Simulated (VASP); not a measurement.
## CdS: single point with r2SCAN

The system is CdS.

```
Cd S
1.0
     0.00000    2.77905    2.91000
     2.91000    0.00000    2.91000
     2.91000    2.77905    0.00000
Cd S
1 1
Cartesian
  0.0000 0.0000 0.0000
  4.3650 4.1686 4.3650
```

This cell differs from its parent crystal: strain -0.0450 x Voigt [0, 1, 0, 0, 0, 0].

```json
{
 "Program": "VASP 6.6.1",
 "Task": "single point",
 "Functional": "r2SCAN",
 "Potentials or basis": "VASP PAW PBE potentials, release 64 (Cd, S)",
 "Cutoff": "520 eV",
 "k mesh": "8 × 8 × 8",
 "Occupations": "gaussian, width 0.05 eV",
 "Spin": "no spin polarisation"
}
```

The pressure is 5.8 GPa. The band gap on the k mesh is 1.62 eV, direct.

Stress tensor (GPa, compression positive):
```
5.63 0.00 0.00
0.00 6.07 0.00
0.00 0.00 5.63
```

Levels at points of the mesh, in eV from the valence-band top:
```tsv
k point	band 7	band 8	band 9	band 10	band 11	band 12
(0.00, 0.00, 0.00)	-0.13	-0.13	0.00	1.62	6.97	6.97
(0.50, 0.00, 0.00)	-4.89	-1.03	-0.84	3.45	7.20	7.60
(0.50, 0.50, 0.00)	-4.41	-2.19	-2.09	3.74	4.87	9.80
(0.50, 0.00, 0.50)	-4.11	-2.34	-2.34	3.55	4.43	10.34
```

It took 82 s on 1 thread of Intel(R) Xeon(R) 6975P-C (Granite Rapids), on a shared host, peak memory 0.2 GiB.

Caveat: the cell differs from its parent crystal (strain -0.0450 x Voigt [0, 1, 0, 0, 0, 0]); the PAW data sets were made with another functional, which shifts forces and pressure a little.
